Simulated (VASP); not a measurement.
# C (P6_3/mmc) in VASP: further runs, part 2 of 2

VASP 6.6.1. Earlier steps stand in the parts before.

### Step 5. Single point, PBEsol (strained cell)

INCAR

```
SYSTEM = C
  PREC = Accurate
  ENCUT = 1300
  EDIFF = 1E-6
  ISMEAR = 0
  SIGMA = 0.02
  LREAL = .False.
  LASPH = .True.
  NELM = 120
  ALGO = Normal
  ISIF = 2
  LWAVE = .False.
  LCHARG = .False.
  GGA = PS
  NBANDS = 16
  GGA_COMPAT = .False.
```

KPOINTS

```
Automatic mesh
0
Gamma
  9 9 6
  0 0 0
```

POSCAR

```
C
1.0
    2.4612466108      0.0000000000      0.0000000000
   -1.2306233054      2.1315020900      0.0000000000
    0.0000000000      0.0000000000      4.1653029914
C
4
Direct
    0.3333333333      0.6666666667      0.0000573175
    0.6666666667      0.3333333333      0.5000573175
    0.3333333333      0.6666666667      0.3739426825
    0.6666666667      0.3333333333      0.8739426825
```

Potentials or basis: VASP PAW PBE potentials, release 64 (C_h).

On the command line:

```console
$ cat potpaw_PBE.64/C_h/POTCAR > POTCAR
$ mpirun -np 1 vasp_std > vasp.out
```

OUTCAR:

```text
SYSTEM = C
   PREC = Accurate
   ENCUT = 1300
   EDIFF = 1E-6
   ISMEAR = 0
   LREAL = .False.
   LASPH = .True.
   NELM = 120
   ISIF = 2
   GGA = PS

 ion  position               nearest neighbor table
   1  0.333  0.667  0.000-   4 1.51   4 1.51   4 1.51
   2  0.667  0.333  0.500-   3 1.51   3 1.51   3 1.51
   3  0.333  0.667  0.374-   2 1.51   2 1.51   2 1.51
   4  0.667  0.333  0.874-   1 1.51   1 1.51   1 1.51

  LATTYP: Found a hexagonal cell.
 ALAT       =     2.4612466108
 C/A-ratio  =     1.6923549932

  Lattice vectors:

 A1 = (   2.4612466108,   0.0000000000,   0.0000000000)
 A2 = (  -1.2306233054,   2.1315020900,   0.0000000000)
 A3 = (   0.0000000000,   0.0000000000,   4.1653029914)

Analysis of symmetry for initial positions (statically):
=====================================================================
 Subroutine PRICEL returns:
 Original cell was already a primitive cell.

 Routine SETGRP: Setting up the symmetry group for a
 hexagonal supercell.

 Subroutine GETGRP returns: Found 24 space group operations
 (whereof  6 operations were pure point group operations)
 out of a pool of 24 trial point group operations.

The static configuration has the point symmetry C_3v.
 The point group associated with its full space group is D_6h.

Analysis of symmetry for dynamics (positions and initial velocities):
=====================================================================
 Subroutine PRICEL returns:
 Original cell was already a primitive cell.

 Routine SETGRP: Setting up the symmetry group for a
 hexagonal supercell.

 Subroutine GETGRP returns: Found 24 space group operations
 (whereof  6 operations were pure point group operations)
 out of a pool of 24 trial point group operations.

The dynamic configuration has the point symmetry C_3v.
 The point group associated with its full space group is D_6h.

 Subroutine INISYM returns: Found 24 space group operations
 (whereof  6 operations are pure point group operations),
 and found     1 'primitive' translations

----------------------------------------------------------------------------------------

                                     Primitive cell

  volume of cell :      21.8518

  direct lattice vectors                    reciprocal lattice vectors
     2.461246611  0.000000000  0.000000000     0.406298172  0.234576359  0.000000000
    -1.230623305  2.131502090  0.000000000     0.000000000  0.469152718  0.000000000
     0.000000000  0.000000000  4.165302991     0.000000000  0.000000000  0.240078573

  length of vectors
     2.461246611  2.461246611  4.165302991     0.469152719  0.469152718  0.240078573

  position of ions in fractional coordinates (direct lattice)
     0.333333333  0.666666667  0.000057318
     0.666666667  0.333333333  0.500057318
     0.333333333  0.666666667  0.373942683
     0.666666667  0.333333333  0.873942683

  ion indices of the primitive-cell ions
   primitive index   ion index
                 1           1
                 2           2
                 3           3
                 4           4

----------------------------------------------------------------------------------------

 KPOINTS: Automatic mesh

Automatic generation of k-mesh.
[... 25 lines left out ...]
  0.222222  0.000000  0.000000      6.000000
  0.333333  0.000000  0.000000      6.000000
  0.444444  0.000000  0.000000      6.000000
  0.111111  0.111111  0.000000      6.000000
[... 16 lines left out ...]
  0.333333  0.222222  0.166667     24.000000
  0.333333  0.333333  0.166667      4.000000
 [... further k-points ...]
   k-points           NKPTS =     48   k-points in BZ     NKDIM =     48   number of bands    NBANDS=     16
   number of dos      NEDOS =    301   number of ions     NIONS =      4
   total plane-waves  NPLWV =  45000
   dimension x,y,z NGX =    30 NGY =   30 NGZ =   50
   dimension x,y,z NGXF=    60 NGYF=   60 NGZF=  100
   ions per type =               4
   NGX,Y,Z   is equivalent  to a cutoff of  20.26, 20.26, 19.96 a.u.
   NGXF,Y,Z  is equivalent  to a cutoff of  40.53, 40.53, 39.91 a.u.
 SYSTEM =  C
   PREC   = accura    normal or accurate (medium, high low for compatibility)
   ISTART =      0    job   : 0-new  1-cont  2-samecut
   ICHARG =      2    charge: 1-file 2-atom 10-const
   ISPIN  =      1    spin polarized calculation?
   LNONCOLLINEAR =      F non collinear calculations
   LSORBIT =      F    spin-orbit coupling
   LASPH  =      T    aspherical Exc in radial PAW
   ENCUT  = 1300.0 eV  95.55 Ry    9.77 a.u.   7.24  7.24 12.25*2*pi/ulx,y,z
   NELM   =    120;   NELMIN=  2; NELMDL= -5     # of ELM steps
   EDIFF  = 0.1E-05   stopping-criterion for ELM
   LREAL  =      F    real-space projection
   EDIFFG = 0.1E-04   stopping-criterion for IOM
   NSW    =      0    number of steps for IOM
   IBRION =     -1    ionic relax: 0-MD 1-quasi-New 2-CG
   NFREE  =      0    steps in history (QN), initial steepest desc. (CG)
   ISIF   =      2    stress and relaxation
   ISYM   =      2    0-nonsym 1-usesym 2-fastsym
   POTIM  = 0.5000    time-step for ionic-motion
   TEBEG  =    0.0;   TEEND  =   0.0 temperature during run
   PSTRESS=    0.0 pullay stress
   NELECT =      16.0000    total number of electrons
   NUPDOWN=      -1.0000    fix difference up-down
   EMIN   =  10.00;   EMAX   =-10.00  energy-range for DOS
   EFERMI =   0.00;   METHOD = LEGACY
   ISMEAR =     0;   SIGMA  =   0.02  broadening in eV -4-tet -1-fermi 0-gaus
   EFERMI_NEDOS =   21; number of points for ismear=-14 and -15
   IALGO  =     38    algorithm
   IMIX   =      4    mixing-type and parameters
     AMIX     =   0.40;   BMIX     =  1.00
     AMIX_MAG =   1.60;   BMIX_MAG =  1.00
  volume/ion in A,a.u.               =       5.46        36.87
  Fermi-wavevector in a.u.,A,eV,Ry     =   1.475545  2.788375 29.623036  2.177232
  Thomas-Fermi vector in A             =   2.590181
   LORBIT       =      0    0 simple, 1 ext, 2 COOP (PROOUT), +10 PAW based schemes
   GGA     = PS    functional components
   LHFCALC =     F    Hartree Fock is set to
   AEXX    =    0.0000 exact exchange contribution
   IVDW    =     0    specifies the selected vdW correction
   LEPSILON=     F    determine dielectric tensor
   LRPA    =     F    only Hartree local field effects (RPA)
 non-spin polarized calculation
 Gauss-broadening in eV      SIGMA  =   0.02
  energy-cutoff  :     1300.00
  volume of cell :       21.85
 maximum number of plane-waves:      2352
 NGX is ok and might be reduce to    30
   NGX = 15   NGY = 15   NGZ = 25

 number of electron      16.0000000 magnetization

 Free energy of the ion-electron system (eV)
  ---------------------------------------------------
  ext. energy  EPLUGINS =         0.00000000
  ---------------------------------------------------
  free energy    TOTEN  =       -38.41337542 eV

  energy without entropy =      -38.41337542  energy(sigma->0) =      -38.41337542

 E-fermi :  11.9996     XC(G=0): -13.7594

 val. band max:       11.8364479580   @ k =   0.0000   0.0000   0.0000
 cond. band min:      14.7151369125   @ k =   0.3333   0.3333   0.0000
 fundamental gap:      2.8786889545
 Fermi energy:        11.9996122994

 k-point     1 :       0.0000    0.0000    0.0000
  band No.  band energies     occupation
      1     -10.5392      2.00000
      2      -4.9339      2.00000
      3      -2.4078      2.00000
      4       8.7868      2.00000
      5       8.7868      2.00000
      6      11.2400      2.00000
[... 433 lines left out ...]
      3       0.3709      2.00000
      4       1.0294      2.00000
      5       1.0294      2.00000
      6       3.8613      2.00000
[... 8 lines left out ...]
     15      28.0776      0.00000
     16      28.0776      0.00000

 [... further k-points ...]

------------------------ aborting loop because EDIFF is reached ----------------------------------------

  FORCE on cell =-STRESS in cart. coord.  units (eV):
  Direction    XX          YY          ZZ          XY          YZ          ZX
  --------------------------------------------------------------------------------------
  -------------------------------------------------------------------------------------
  Total        2.9307857      2.9307857     -0.1000154      0.0000000      0.0000000      0.0000000
  in kB      214.8855182    214.8855182     -7.3331379      0.0000000      0.0000000      0.0000000
  external PRESSURE =     140.8126328 kB  Pullay stress =       0.0000000 kB

 VOLUME and BASIS-vectors are now :
 -----------------------------------------------------------------------------
  energy-cutoff  :     1300.00
  volume of cell :       21.85
      direct lattice vectors                 reciprocal lattice vectors
     2.461246611  0.000000000  0.000000000     0.406298172  0.234576359  0.000000000
    -1.230623305  2.131502090  0.000000000     0.000000000  0.469152718  0.000000000
     0.000000000  0.000000000  4.165302991     0.000000000  0.000000000  0.240078573

 POSITION                                       TOTAL-FORCE (eV/Angst)
 -----------------------------------------------------------------------------------
     -0.00000      1.42100      0.00024         0.000000     -0.000000      0.001189
      1.23062      0.71050      2.08289        -0.000000      0.000000      0.001189
     -0.00000      1.42100      1.55758         0.000000     -0.000000     -0.001189
      1.23062      0.71050      3.64024        -0.000000      0.000000     -0.001189
 -----------------------------------------------------------------------------------
    total drift:                               -0.000000      0.000000      0.000002

  FREE ENERGIE OF THE ION-ELECTRON SYSTEM (eV)
  ---------------------------------------------------
  free  energy   TOTEN  =       -38.4133754236 eV

  energy  without entropy=      -38.4133754236  energy(sigma->0) =      -38.41337542
```

OSZICAR:

```text
N       E                     dE             d eps       ncg     rms          rms(c)
DAV:   1     0.611028076007E+02    0.61103E+02   -0.14457E+04  1536   0.201E+03
DAV:   2    -0.351517471647E+02   -0.96255E+02   -0.86515E+02  2096   0.287E+02
DAV:   3    -0.398168542145E+02   -0.46651E+01   -0.46313E+01  2184   0.543E+01
DAV:   4    -0.398451909209E+02   -0.28337E-01   -0.28330E-01  1656   0.480E+00
DAV:   5    -0.398453788923E+02   -0.18797E-03   -0.18796E-03  2192   0.371E-01    0.694E+00
DAV:   6    -0.387847363185E+02    0.10606E+01   -0.61776E-01  1840   0.503E+00    0.375E+00
DAV:   7    -0.384120620592E+02    0.37267E+00   -0.69929E-01  2000   0.547E+00    0.470E-01
DAV:   8    -0.384133075666E+02   -0.12455E-02   -0.15092E-02  1648   0.109E+00    0.409E-02
DAV:   9    -0.384133622571E+02   -0.54691E-04   -0.79682E-05  2056   0.822E-02    0.221E-02
DAV:  10    -0.384133756473E+02   -0.13390E-04   -0.97384E-06  1704   0.265E-02    0.290E-03
DAV:  11    -0.384133754236E+02    0.22369E-06   -0.37854E-07  1560   0.577E-03
   1 F= -.38413375E+02 E0= -.38413375E+02  d E =-.577714E-33
```

Wall time 48 s (1 thread of AMD EPYC 7R43 (Zen 3), shared host); peak memory 0.18 GiB.

What came out:

| Quantity | Value |
| --- | --- |
| Free energy | -38.4134 eV |
| Pressure | 14.1 GPa |
| Band gap on the k mesh | 2.88 eV (least direct gap 4.94 eV) |

Stress tensor (GPa, compression positive):
```
21.49  0.00  0.00
 0.00 21.49  0.00
 0.00  0.00 -0.73
```

Caveat: the cell differs from its parent crystal (strained cell); the stress differs along the axes, from -1 to 21 GPa; the PAW data sets were made with another functional, which shifts forces and pressure a little.

### Step 6. Overview

| cell | gap on the mesh (eV) | pressure (GPa) |
| --- | --- | --- |
| a = 2.461, b = 2.461, c = 4.163 Å, angles 90.0, 90.0, 120.0°, 4 atoms | 2.88 | 14.4 |
| a = 2.461, b = 2.461, c = 4.198 Å, angles 90.0, 90.0, 120.0°, 4 atoms | 2.90 | 10.4 |
| a = 2.461, b = 2.461, c = 4.165 Å, angles 90.0, 90.0, 120.0°, 4 atoms | 2.88 | 14.1 |

Alike in all rows: task single point; level PBEsol; potentials or basis VASP PAW PBE potentials, release 64 (C_h); no spin polarisation; k mesh 9 × 9 × 6; cutoff (eV) 1300; smearing gaussian 0.02 eV.

Caveats: the PAW data sets were made with another functional, which shifts forces and pressure a little; the stress differs along the axes, from 0 to 22 GPa (at least some runs); the stress differs along the axes, from -11 to 21 GPa (at least some runs); the stress differs along the axes, from -1 to 21 GPa (at least some runs).

Absolute energies hang on the potentials; compare differences alone.
